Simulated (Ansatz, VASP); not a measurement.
# CsSnI3 in VASP and in Ansatz

Contents of INCAR:

```
SYSTEM = CsSnI3
PREC = Accurate
ENCUT = 520
EDIFF = 1E-7
ISMEAR = -1
SIGMA = 0.05
LREAL = .FALSE.
LASPH = .TRUE.
NELM = 80
ALGO = Normal
ISIF = 2
LWAVE = .FALSE.
LCHARG = .FALSE.
GGA = CA
NBANDS = 30
```

Contents of KPOINTS:

```
regular mesh
0
G
  5 5 5
  0 0 0
```

POSCAR

```
CsSnI3
1.0
    6.2467985487      0.0000000000      0.0000000000
    0.0000000000      6.2467985487      0.0000000000
    0.0000000000      0.0000000000      6.2467985487
Cs I Sn
1 3 1
Direct
    0.0000000000      0.0000000000      0.0000000000
    0.5000000000      0.5000000000      0.0000000000
    0.5000000000      0.0000000000      0.5000000000
    0.0000000000      0.5000000000      0.5000000000
    0.5000000000      0.5000000000      0.5000000000
```

File input.yaml:

```yaml
crystal:
  lattice:
    - [6.2467985487, 0.0, 0.0]
    - [0.0, 6.2467985487, 0.0]
    - [0.0, 0.0, 6.2467985487]
  atoms:
    - { symbol: Cs, position: [0.0, 0.0, 0.0] }
    - { symbol: I, position: [0.5, 0.5, 0.0] }
    - { symbol: I, position: [0.5, 0.0, 0.5] }
    - { symbol: I, position: [0.0, 0.5, 0.5] }
    - { symbol: Sn, position: [0.5, 0.5, 0.5] }
kpoints:
  mp_grid: { grid: [5, 5, 5] }
scf:
  occupations: { method: fermi_dirac, width: 0.05 }
hamiltonian:
  xc: lda
  pseudopotentials: { kind: all_electron, lapw: { basis_error: 0.002 } }
output:
  forces: true
  stress: true
  eigenvalues: true
```

Change from the starting cell: volume scaled by 1.02.

Alike in both runs: task single point; functional LDA; k mesh 5 × 5 × 5; occupations fermi-dirac, width 0.05 eV; no spin polarisation.

|  | VASP | Ansatz |
| --- | --- | --- |
| version | VASP 6.6.1 | Ansatz 0.2.0 |
| potentials or method | VASP PAW LDA potentials, release 64 (Cs_sv, I, Sn_d), cutoff 520 eV | all-electron LAPW, scalar-relativistic |

|  | VASP | Ansatz | Ansatz less VASP |
| --- | --- | --- | --- |
| gap on the k mesh at the Fermi level (eV) | 1.75 | 1.76 | +0.013 |
| least direct gap on the mesh (eV) | 1.75 | 1.76 | +0.013 |
| pressure (GPa) | -1.8 | -1.8 | 0.00 |

LDA's correlation is that of Perdew and Zunger in VASP and of Perdew and Wang (1992) in Ansatz. Ansatz ran all-electron here, and VASP with PAW potentials.

Spin-orbit coupling is off throughout.
